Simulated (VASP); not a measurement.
Set up this calculation in VASP 6.6.1, as the native input.

```yaml
Task: relaxation of cell and atoms
Functional: LDA
Potentials_or_basis: VASP PAW LDA potentials, release 64 (Pb_d, S)
Cutoff: 600 eV
k_mesh: 7 × 7 × 7
Occupations: gaussian, width 0.01 eV
Spin: no spin polarisation
Target_pressure: 2 GPa
Dipole_correction: no
Further_INCAR_settings: ALGO = Normal; EDIFF = 1e-06; IBRION = 2; EDIFFG = -0.1; NSW = 100; ISIF = 3
```

The structure of PbS (Galena) lies in POSCAR:

```
PbS
1.0
    0.0000000000      2.9657500000      2.9657500000
    2.9657500000      0.0000000000      2.9657500000
    2.9657500000      2.9657500000      0.0000000000
Pb S
1 1
Direct
    0.0000000000      0.0000000000      0.0000000000
    0.5000000000      0.5000000000      0.5000000000
```

These files were run (other wordings do the same):

INCAR

```
PREC = Accurate ; ENCUT = 600
EDIFF = 1E-6 ; ISMEAR = 0
SIGMA = 0.01 ; LREAL = F
LASPH = T ; NELM = 60
ALGO = Normal ; ISIF = 3
LWAVE = F ; LCHARG = F
GGA = CA ; IBRION = 2
NSW = 100 ; EDIFFG = -0.1
PSTRESS = 20.0
```

KPOINTS

```
regular mesh
0
Gamma
  7 7 7
```

Potentials or basis: VASP PAW LDA potentials, release 64 (Pb_d, S).

Run with:

```sh
$ cat potpaw_LDA.64/Pb_d/POTCAR potpaw_LDA.64/S/POTCAR > POTCAR
$ mpirun -np 1 vasp_std > vasp.out
```

Results of the run:

| Property | Result |
| --- | --- |
| Relaxed volume | 24.26 Å³/atom |
| Relaxed cell | a = 4.094 Å, b = 4.094 Å, c = 4.094 Å, α = 60.00°, β = 60.00°, γ = 60.00° |
| Space group after relaxing (to 0.05 Å) | Fm-3m (No. 225) |
| Energy change on relaxing (the enthalpy is what falls) | -4.8 meV/atom |
| Ionic steps | 3 |
| Pressure after relaxing | 2.0 GPa |

Caveat: the cell is relaxed towards a set pressure, so the enthalpy falls and the energy may rise.

Run time: 31 s on 1 thread of Intel(R) Xeon(R) Platinum 8259CL CPU @ 2.50GHz (Skylake/Cascade Lake), on a shared host, peak memory 0.18 GiB.
